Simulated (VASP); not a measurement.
Li3Se2:

```xyz
5
Lattice="1.7754 1.0250 8.2300 -1.7754 1.0250 8.2300 0.0000 -2.0501 8.2300" Properties=species:S:1:pos:R:3 pbc="T T T"
Li    0.0000    0.0000    0.0000
Li    0.0000    0.0000    5.1725
Li    0.0000    0.0000   19.5174
Se    0.0000    0.0000    9.8760
Se    0.0000    0.0000   14.8140
```

- Program: VASP 6.6.1
- Task: relaxation of cell and atoms
- Functional: PBE
- Potentials or basis: VASP PAW PBE potentials, release 64 (Li_sv, Se)
- Cutoff: 600 eV
- k mesh: 6 × 6 × 6
- Occupations: gaussian, width 0.1 eV
- Spin: no spin polarisation

At the start: pressure 2.3 GPa; volume 17.97 Å³/atom.

Q: How do energy, volume and symmetry change on relaxing?

A: Over 8 steps the energy falls by 87.4 meV/atom and the volume is 19.92 Å³/atom (+10.8 %); space group R-3m (No. 166, to 0.1 Å) before and after.

The path:
```csv
step,energy change (eV),largest force (eV/Å),pressure (GPa),volume (Å³)
1,0.0000,0.8708,2.30,89.87
2,-0.2144,0.6366,1.19,93.22
3,-0.4132,0.2409,-0.45,99.98
4,-0.4228,0.1903,-0.76,101.55
5,-0.4235,0.1832,-0.83,101.90
6,-0.4358,0.0708,-0.07,99.84
7,-0.4363,0.0427,0.13,99.34
8,-0.4369,0.0381,0.10,99.58
```

Final structure:
```
CELL_PARAMETERS angstrom
1.92057 1.10884 7.79364
-1.92057 1.10884 7.79364
0.00000 -2.21769 7.79364
ATOMIC_POSITIONS crystal
Li 0.00000 0.00000 0.00000
Li 0.21527 0.21527 0.21527
Li 0.78473 0.78473 0.78473
Se 0.40701 0.40701 0.40701
Se 0.59299 0.59299 0.59299
```

Caveat: the cutoff is under 1.25 times the usual one of these potentials, so pressure, stress and relaxed cells hold a basis-set (Pulay) error.
